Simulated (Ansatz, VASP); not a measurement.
BiTe3: VASP beside Ansatz

The input INCAR:

```
SYSTEM = BiTe3
PREC = Accurate ; ENCUT = 520
EDIFF = 1E-7 ; ISMEAR = 0
SIGMA = 0.05 ; LREAL = .False.
LASPH = .True. ; NELM = 80
ALGO = Normal ; ISIF = 2
LWAVE = .False. ; LCHARG = .False.
GGA = CA ; NBANDS = 24
```

The input KPOINTS:

```
regular mesh
0
Gamma
  6 6 6
  0 0 0
```

The input POSCAR:

```
BiTe3
1.0
    6.0412745303      0.0000000000      0.0000000000
    0.0000000000      6.0412745303      0.0000000000
    0.0000000000      0.0000000000      6.0412745303
Bi Te
1 3
Direct
    0.0000000000      0.0000000000      0.0000000000
    0.5000000000      0.0000000000      0.0000000000
    0.0000000000      0.0000000000      0.5000000000
    0.0000000000      0.5000000000      0.0000000000
```

Input for Ansatz:

```yaml
crystal:
  lattice:
    - [6.0412745303, 0.0, 0.0]
    - [0.0, 6.0412745303, 0.0]
    - [0.0, 0.0, 6.0412745303]
  atoms:
    - { symbol: Bi, position: [0.0, 0.0, 0.0] }
    - { symbol: Te, position: [0.5, 0.0, 0.0] }
    - { symbol: Te, position: [0.0, 0.0, 0.5] }
    - { symbol: Te, position: [0.0, 0.5, 0.0] }
basis:
  ecutwfc: 420
  ecutrho_ratio: 4
kpoints:
  mp_grid: { grid: [6, 6, 6] }
hamiltonian:
  xc: lda
scf:
  occupations: { method: gaussian, width: 0.05 }
output:
  forces: true
  stress: true
  eigenvalues: true
  populations: true
```

Alike in both runs: task single point; functional LDA; k mesh 6 × 6 × 6; occupations gaussian, width 0.05 eV; no spin polarisation.

|  | VASP | Ansatz |
| --- | --- | --- |
| version | VASP 6.6.1 | Ansatz 0.2.0 |
| potentials or method | VASP PAW LDA potentials, release 64 (Bi_d, Te), cutoff 520 eV | scalar-relativistic, plane waves, PAW |
| valence electrons in the cell | 33 | 63 |

```csv
,VASP,Ansatz,Ansatz less VASP
gap on the k mesh at the Fermi level (eV),none,none,-
pressure (GPa),-1.8,-1.8,-0.01
```

LDA's correlation is that of Perdew and Zunger in VASP and of Perdew and Wang (1992) in Ansatz. A gap of «none» marks a metal or a gap that the smearing closes. VASP's potentials hold 33 valence electrons a cell and Ansatz's 63, so a difference there can come from the potentials and not from the codes.

Neither program's run includes spin-orbit coupling.
